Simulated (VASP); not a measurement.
A run of VASP 6.6.1 is set up as follows.

INCAR

```
SYSTEM = Ru
PREC = Accurate ; ENCUT = 520
EDIFF = 1E-6 ; ISMEAR = -1
SIGMA = 0.1 ; LREAL = .FALSE.
LASPH = .TRUE. ; NELM = 100
ALGO = Normal ; ISIF = 2
LWAVE = .FALSE. ; LCHARG = .TRUE.
GGA = B5 ; ALDAX = 1.0
AGGAX = 1.0 ; AGGAC = 1.0
ALDAC = 0.0 ; LELF = .TRUE.
LVHAR = .TRUE. ; NBANDS = 21
```

KPOINTS

```
regular mesh
0
G
  13 13 8
  0 0 0
```

Contents of POSCAR:

```
Ru
1.0
    2.7683314406      0.0000000000      0.0000000000
   -1.3841657203      2.3974453537      0.0000000000
    0.0000000000      0.0000000000      4.3482744640
Ru
2
Direct
    0.3333333333      0.6666666667      0.2500000000
    0.6666666667      0.3333333333      0.7500000000
```

Potentials or basis: VASP PAW PBE potentials, release 64 (Ru_pv).

The run is started by

```sh
$ cat potpaw_PBE.64/Ru_pv/POTCAR > POTCAR
$ mpirun -np 1 vasp_std > vasp.out
```

Task: Estimate the pressure.

Result: 0.7 GPa.

Task: Estimate the band gap on the k mesh.

Result: Zero (band 14 reaches 13.63 eV, above the bottom of band 15 at 10.83 eV).

Caveat: the PAW data sets were made with another functional, which shifts forces and pressure a little.
